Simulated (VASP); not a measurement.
# NbC4 (P6/mmm) in VASP: further runs

The runs below take NbC4 through single point, relaxation of cell and atoms, with PBE.

Everything below comes from runs of VASP 6.6.1. Logs are shortened: lines on timing, memory, paths and dates and some standing lists are left out, and cuts for length are marked.

### 1 The cell of the first run

Symmetry: P6/mmm, No. 191, hexagonal system. Conventional cell: a = 3.132 Å, b = 3.132 Å, c = 8.055 Å, α = 90.00°, β = 90.00°, γ = 120.00°. Within 2.8 Å of Nb (site symmetry 6/mmm) lie 2 C at 2.09 Å. C (site symmetry 6mm) has 2 C at 1.28 to 1.30 Å within 1.7 Å. Within 1.7 Å of C (site symmetry 6mm) lie 1 C at 1.28 Å.

### 2 Single point, PBE

Input file INCAR:

```
SYSTEM = NbC4
  PREC = Accurate
  ENCUT = 520
  EDIFF = 1E-7
  ISMEAR = 0
  SIGMA = 0.1
  LREAL = .FALSE.
  LASPH = .TRUE.
  NELM = 80
  ALGO = Normal
  ISIF = 2
  LWAVE = .FALSE.
  LCHARG = .FALSE.
  GGA = PE
  NBANDS = 22
```

Input file KPOINTS:

```
Automatic mesh
0
G
  6 6 4
  0 0 0
```

Input file POSCAR:

```
NbC4
1.0
    3.1321142029      0.0000000000      0.0000000000
   -1.5660571015      2.7124904673      0.0000000000
    0.0000000000      0.0000000000      8.0550446175
Nb C
1 4
Direct
    0.0000000000      0.0000000000      0.5000000000
    0.0000000000      0.0000000000      0.0807821499
    0.0000000000      0.0000000000      0.9192178501
    0.0000000000      0.0000000000      0.2399719087
    0.0000000000      0.0000000000      0.7600280913
```

Potentials or basis: VASP PAW PBE potentials, release 64 (Nb_sv, C).

Command:

```bash
cat potpaw_PBE.64/Nb_sv/POTCAR potpaw_PBE.64/C/POTCAR > POTCAR
mpirun -np 1 vasp_std > vasp.out
```

OUTCAR:

```text
SYSTEM = NbC4
   PREC = Accurate
   ENCUT = 520
   EDIFF = 1E-7
   ISMEAR = 0
   LREAL = .FALSE.
   LASPH = .TRUE.
   NELM = 80
   ISIF = 2
   GGA = PE

 ion  position               nearest neighbor table
   1  0.000  0.000  0.500-   4 2.09   5 2.09
   2  0.000  0.000  0.081-   4 1.28   3 1.30
   3  0.000  0.000  0.919-   5 1.28   2 1.30
   4  0.000  0.000  0.240-   2 1.28   1 2.09
   5  0.000  0.000  0.760-   3 1.28   1 2.09

  LATTYP: Found a hexagonal cell.
 ALAT       =     3.1321142029
 C/A-ratio  =     2.5717595514

  Lattice vectors:

 A1 = (   3.1321142029,   0.0000000000,   0.0000000000)
 A2 = (  -1.5660571015,   2.7124904673,   0.0000000000)
 A3 = (   0.0000000000,   0.0000000000,   8.0550446175)

Analysis of symmetry for initial positions (statically):
=====================================================================
 Subroutine PRICEL returns:
 Original cell was already a primitive cell.

 Routine SETGRP: Setting up the symmetry group for a
 hexagonal supercell.

 Subroutine GETGRP returns: Found 24 space group operations
 (whereof 24 operations were pure point group operations)
 out of a pool of 24 trial point group operations.

The static configuration has the point symmetry D_6h.

Analysis of symmetry for dynamics (positions and initial velocities):
=====================================================================
 Subroutine PRICEL returns:
 Original cell was already a primitive cell.

 Routine SETGRP: Setting up the symmetry group for a
 hexagonal supercell.

 Subroutine GETGRP returns: Found 24 space group operations
 (whereof 24 operations were pure point group operations)
 out of a pool of 24 trial point group operations.

The dynamic configuration has the point symmetry D_6h.

 Subroutine INISYM returns: Found 24 space group operations
 (whereof 24 operations are pure point group operations),
 and found     1 'primitive' translations

----------------------------------------------------------------------------------------

                                     Primitive cell

  volume of cell :      68.4343

  direct lattice vectors                    reciprocal lattice vectors
     3.132114203  0.000000000  0.000000000     0.319273160  0.184332445  0.000000000
    -1.566057101  2.712490467  0.000000000     0.000000000  0.368664890  0.000000000
     0.000000000  0.000000000  8.055044618     0.000000000  0.000000000  0.124145805

  length of vectors
     3.132114203  3.132114203  8.055044618     0.368664890  0.368664890  0.124145805

  position of ions in fractional coordinates (direct lattice)
     0.000000000  0.000000000  0.500000000
     0.000000000  0.000000000  0.080782150
     0.000000000  0.000000000  0.919217850
     0.000000000  0.000000000  0.239971909
     0.000000000  0.000000000  0.760028091

  ion indices of the primitive-cell ions
   primitive index   ion index
                 1           1
                 2           2
                 3           3
                 4           4
                 5           5

----------------------------------------------------------------------------------------

 KPOINTS: Automatic mesh

Automatic generation of k-mesh.
 Grid dimensions read from file:
 generate k-points for:    6    6    4

 Generating k-lattice:

  Cartesian coordinates                     Fractional coordinates (reciprocal lattice)
     0.053212193  0.030722074  0.000000000     0.166666667  0.000000000  0.000000000
     0.000000000  0.061444148  0.000000000     0.000000000  0.166666667  0.000000000
     0.000000000  0.000000000  0.031036451     0.000000000  0.000000000  0.250000000

  Length of vectors
     0.061444148  0.061444148  0.031036451

  Shift w.r.t. Gamma in fractional coordinates (k-lattice)
     0.000000000  0.000000000  0.000000000

 Subroutine IBZKPT returns following result:
 ===========================================

 Found     21 irreducible k-points:

 Following reciprocal coordinates:
            Coordinates               Weight
  0.000000  0.000000  0.000000      1.000000
  0.166667  0.000000  0.000000      6.000000
  0.333333 -0.000000  0.000000      6.000000
  0.500000 -0.000000  0.000000      3.000000
  0.166667  0.166667  0.000000      6.000000
  0.333333  0.166667  0.000000     12.000000
[... 13 lines left out ...]
  0.333333  0.166667  0.500000     12.000000
  0.333333  0.333333  0.500000      2.000000
   k-points           NKPTS =     21   k-points in BZ     NKDIM =     21   number of bands    NBANDS=     22
   number of dos      NEDOS =    301   number of ions     NIONS =      5
   total plane-waves  NPLWV =  34560
   dimension x,y,z NGX =    24 NGY =   24 NGZ =   60
   dimension x,y,z NGXF=    48 NGYF=   48 NGZF=  120
   ions per type =               1   4
   NGX,Y,Z   is equivalent  to a cutoff of  12.74, 12.74, 12.38 a.u.
   NGXF,Y,Z  is equivalent  to a cutoff of  25.48, 25.48, 24.77 a.u.
 SYSTEM =  NbC4
   PREC   = accura    normal or accurate (medium, high low for compatibility)
   ISTART =      0    job   : 0-new  1-cont  2-samecut
   ICHARG =      2    charge: 1-file 2-atom 10-const
   ISPIN  =      1    spin polarized calculation?
   LNONCOLLINEAR =      F non collinear calculations
   LSORBIT =      F    spin-orbit coupling
   LASPH  =      T    aspherical Exc in radial PAW
   ENCUT  =  520.0 eV  38.22 Ry    6.18 a.u.   5.82  5.82 14.98*2*pi/ulx,y,z
   NELM   =     80;   NELMIN=  2; NELMDL= -5     # of ELM steps
   EDIFF  = 0.1E-06   stopping-criterion for ELM
   LREAL  =      F    real-space projection
   EDIFFG = 0.1E-05   stopping-criterion for IOM
   NSW    =      0    number of steps for IOM
   IBRION =     -1    ionic relax: 0-MD 1-quasi-New 2-CG
   NFREE  =      0    steps in history (QN), initial steepest desc. (CG)
   ISIF   =      2    stress and relaxation
   ISYM   =      2    0-nonsym 1-usesym 2-fastsym
   POTIM  = 0.5000    time-step for ionic-motion
   TEBEG  =    0.0;   TEEND  =   0.0 temperature during run
   PSTRESS=    0.0 pullay stress
   NELECT =      29.0000    total number of electrons
   NUPDOWN=      -1.0000    fix difference up-down
   EMIN   =  10.00;   EMAX   =-10.00  energy-range for DOS
   EFERMI =   0.00;   METHOD = LEGACY
   ISMEAR =     0;   SIGMA  =   0.10  broadening in eV -4-tet -1-fermi 0-gaus
   EFERMI_NEDOS =   21; number of points for ismear=-14 and -15
   IALGO  =     38    algorithm
   IMIX   =      4    mixing-type and parameters
     AMIX     =   0.40;   BMIX     =  1.00
     AMIX_MAG =   1.60;   BMIX_MAG =  1.00
  volume/ion in A,a.u.               =      13.69        92.36
  Fermi-wavevector in a.u.,A,eV,Ry     =   1.229654  2.323709 20.572673  1.512049
  Thomas-Fermi vector in A             =   2.364533
   LORBIT       =      0    0 simple, 1 ext, 2 COOP (PROOUT), +10 PAW based schemes
   GGA     = PE    functional components
   LHFCALC =     F    Hartree Fock is set to
   AEXX    =    0.0000 exact exchange contribution
   IVDW    =     0    specifies the selected vdW correction
   LEPSILON=     F    determine dielectric tensor
   LRPA    =     F    only Hartree local field effects (RPA)
 non-spin polarized calculation
 Gauss-broadening in eV      SIGMA  =   0.10
  energy-cutoff  :      520.00
  volume of cell :       68.43
 maximum number of plane-waves:      1860
 NGX is ok and might be reduce to    24
   NGX = 11   NGY = 11   NGZ = 29

 number of electron      28.9999999 magnetization

 Free energy of the ion-electron system (eV)
  ---------------------------------------------------
  ext. energy  EPLUGINS =         0.00000000
  ---------------------------------------------------
  free energy    TOTEN  =       -40.48554631 eV

  energy without entropy =      -40.46811559  energy(sigma->0) =      -40.47683095

 E-fermi :   3.5577     XC(G=0): -10.0866

 val. band max:        3.5155338940   @ k =   0.1667   0.1667   0.5000
 cond. band min:       3.5824113161   @ k =   0.1667   0.0000   0.0000
 fundamental gap:      0.0668774221
 Fermi energy:         3.5577171506

 k-point     1 :       0.0000    0.0000    0.0000
  band No.  band energies     occupation
      1     -51.3581      2.00000
      2     -27.3574      2.00000
      3     -27.1271      2.00000
      4     -27.1271      2.00000
      5     -12.0556      2.00000
      6      -9.9285      2.00000
[... 14 lines left out ...]
     21      11.2244      0.00000
     22      11.3806      0.00000

 k-point     2 :       0.1667    0.0000    0.0000
  band No.  band energies     occupation
      1     -51.3409      2.00000
      2     -27.3372      2.00000
      3     -27.2690      2.00000
      4     -27.1603      2.00000
      5     -11.8542      2.00000
      6      -9.7557      2.00000
[... 14 lines left out ...]
     21      12.1614      0.00000
     22      12.4872      0.00000

 k-point     3 :       0.3333   -0.0000    0.0000
  band No.  band energies     occupation
      1     -51.3064      2.00000
      2     -27.5448      2.00000
      3     -27.2965      2.00000
      4     -27.2260      2.00000
      5     -11.4035      2.00000
      6      -9.3747      2.00000
[... 14 lines left out ...]
     21      11.6507      0.00000
     22      11.9128      0.00000
[... 401 lines left out ...]
 k-point    20 :       0.3333    0.1667    0.5000
  band No.  band energies     occupation
      1     -51.2890      2.00000
      2     -27.6096      2.00000
      3     -27.3320      2.00000
      4     -27.2760      2.00000
      5     -11.1341      2.00000
      6      -9.2421      2.00000
[... 14 lines left out ...]
     21       9.6739      0.00000
     22      11.5160      0.00000

 k-point    21 :       0.3333    0.3333    0.5000
  band No.  band energies     occupation
      1     -51.2804      2.00000
      2     -27.5145      2.00000
      3     -27.5145      2.00000
      4     -27.2658      2.00000
      5     -11.0054      2.00000
      6      -9.1324      2.00000
[... 14 lines left out ...]
     21      10.2074      0.00000
     22      10.2074      0.00000

------------------------ aborting loop because EDIFF is reached ----------------------------------------

  FORCE on cell =-STRESS in cart. coord.  units (eV):
  Direction    XX          YY          ZZ          XY          YZ          ZX
  --------------------------------------------------------------------------------------
  -------------------------------------------------------------------------------------
  Total       -0.0672764     -0.0672764      0.0019690      0.0000000     -0.0000000      0.0000000
  in kB       -1.5750697     -1.5750697      0.0460987      0.0000000     -0.0000000      0.0000000
  external PRESSURE =      -1.0346803 kB  Pullay stress =       0.0000000 kB

 VOLUME and BASIS-vectors are now :
 -----------------------------------------------------------------------------
  energy-cutoff  :      520.00
  volume of cell :       68.43
      direct lattice vectors                 reciprocal lattice vectors
     3.132114203  0.000000000  0.000000000     0.319273160  0.184332445  0.000000000
    -1.566057101  2.712490467  0.000000000     0.000000000  0.368664890  0.000000000
     0.000000000  0.000000000  8.055044618     0.000000000  0.000000000  0.124145805

 POSITION                                       TOTAL-FORCE (eV/Angst)
 -----------------------------------------------------------------------------------
      0.00000      0.00000      4.02752        -0.000000     -0.000000     -0.000000
      0.00000      0.00000      0.65070         0.000000     -0.000000     -0.048571
      0.00000      0.00000      7.40434         0.000000     -0.000000      0.048571
      0.00000      0.00000      1.93298        -0.000000      0.000000      0.053219
      0.00000      0.00000      6.12206         0.000000     -0.000000     -0.053219
 -----------------------------------------------------------------------------------
    total drift:                                0.000000      0.000000      0.000000

  FREE ENERGIE OF THE ION-ELECTRON SYSTEM (eV)
  ---------------------------------------------------
  free  energy   TOTEN  =       -40.4855463067 eV

  energy  without entropy=      -40.4681155916  energy(sigma->0) =      -40.47683095
```

Wall time 15 s (1 thread of Intel Xeon 6975P-C (Granite Rapids), shared host); peak memory 0.18 GiB.

Results:

```
Free energy   : -40.4855 eV
Pressure      : -0.1 GPa
Largest force : 0.053 eV/Å
```

Forces on the atoms (eV/Å):
```
Nb   0.000  0.000  0.000
C    0.000  0.000 -0.049
C    0.000  0.000  0.049
C    0.000  0.000  0.053
C    0.000  0.000 -0.053
```

Stress tensor (GPa, compression positive):
```
-0.16  0.00  0.00
 0.00 -0.16  0.00
 0.00  0.00  0.00
```

Levels at points of the mesh, in eV from the Fermi level:
| k point | band 12 | band 13 | band 14 | band 15 | band 16 | band 17 | band 18 | band 19 |
| --- | --- | --- | --- | --- | --- | --- | --- | --- |
| (0.00, 0.00, 0.00) | -2.11 | 0.04 | 0.04 | 0.53 | 0.53 | 3.24 | 3.24 | 4.71 |
| (0.50, 0.00, 0.00) | -2.62 | -2.16 | -0.72 | 0.34 | 0.52 | 2.68 | 3.92 | 3.93 |
| (0.00, 0.00, 0.50) | -2.18 | 0.53 | 0.53 | 0.62 | 0.62 | 1.91 | 1.91 | 6.13 |
| (0.50, 0.00, 0.50) | -2.32 | -2.16 | -1.64 | -0.10 | 1.18 | 2.96 | 3.83 | 3.92 |

Caveat: the k points lie up to 0.39 Å⁻¹ apart.

(Part 1 of 3 ends here.)
